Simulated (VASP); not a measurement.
HgTe (Coloradoite):

```xyz
2
Lattice="0.0000 3.1711 3.1711 3.1711 0.0000 3.1711 3.1711 3.1711 0.0000" Properties=species:S:1:pos:R:3 pbc="T T T"
Hg    0.0000    0.0000    0.0000
Te    4.7566    4.7566    4.7566
```

Base run:

* Program: VASP 6.6.1
* Functional: BLYP
* Potentials or basis: VASP PAW PBE potentials, release 64 (Hg, Te)
* Cutoff: 520 eV
* k mesh: 7 × 7 × 7
* Occupations: fermi-dirac, width 0.05 eV
* Spin: no spin polarisation

Its results: band gap on the k mesh zero (filled and empty bands touch); pressure 11.0 GPa.

Question: The run is repeated on the same cell with these changes: dispersion from none to D3(BJ). What comes out?

Answer: Band gap on the k mesh zero (filled and empty bands touch); pressure 5.7 GPa.

Dispersion adds attraction, which lowers the pressure at fixed volume and, as a term added to the energy, leaves the levels alone.

Caveats: the PAW data sets were made with another functional, which shifts forces and pressure a little; spin-orbit coupling is left out, which moves the levels of the heavy elements; pairwise dispersion overbinds metals, which lowers pressure and volume (some runs).
